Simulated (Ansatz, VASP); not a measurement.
# Sb: VASP beside Ansatz

INCAR

```
ALGO     = Normal         # electronic algorithm
EDIFF    = 1E-6           # SCF threshold, eV
ENCUT    = 520            # plane-wave cutoff, eV
GGA      = PE             # functional
ISIF     = 2              # what is computed and relaxed
ISMEAR   = 0              # smearing method
LASPH    = True           # aspherical terms in the spheres
LCHARG   = False          # write CHGCAR
LREAL    = False          # projectors in reciprocal space
LWAVE    = False          # write WAVECAR
NBANDS   = 8              # bands
NELM     = 100            # most SCF steps
PREC     = Accurate       # precision mode
SIGMA    = 0.1            # smearing width, eV
```

File KPOINTS:

```
k-points
0
Gamma
  14 14 14
```

File POSCAR:

```
Sb
1.0
    3.0790402508      0.0000000000      0.0000000000
    0.0000000000      3.0790402508      0.0000000000
    0.0000000000      0.0000000000      3.0790402508
Sb
1
Direct
    0.0000000000      0.0000000000      0.0000000000
```

Input for Ansatz:

```yaml
crystal:
  lattice:
    - [3.0790402508, 0.0, 0.0]
    - [0.0, 3.0790402508, 0.0]
    - [0.0, 0.0, 3.0790402508]
  atoms:
    - { symbol: Sb, position: [0.0, 0.0, 0.0] }
basis:
  ecutwfc: 420
kpoints:
  mp_grid: { grid: [14, 14, 14] }
hamiltonian:
  xc: pbe
scf:
  occupations: { method: gaussian, width: 0.1 }
output:
  forces: true
  stress: true
  eigenvalues: true
```

Alike in both runs: task single point; functional PBE; k mesh 14 × 14 × 14; occupations gaussian, width 0.1 eV; no spin polarisation.

|  | VASP | Ansatz |
| --- | --- | --- |
| version | VASP 6.6.1 | Ansatz 0.2.0 |
| potentials or method | VASP PAW PBE potentials, release 64 (Sb), cutoff 520 eV | scalar-relativistic, plane waves, PAW |
| valence electrons in the cell | 5 | 15 |

|  | VASP | Ansatz | Ansatz less VASP |
| --- | --- | --- | --- |
| gap on the k mesh at the Fermi level (eV) | none | none | - |
| pressure (GPa) | 1.7 | 1.8 | +0.01 |

A gap of «none» marks a metal or a gap that the smearing closes. The functional is the same, so the differences come from potentials, cutoffs and numerics. VASP's potentials hold 5 valence electrons a cell and Ansatz's 15, so a difference there can come from the potentials and not from the codes.

Neither program's run includes spin-orbit coupling.
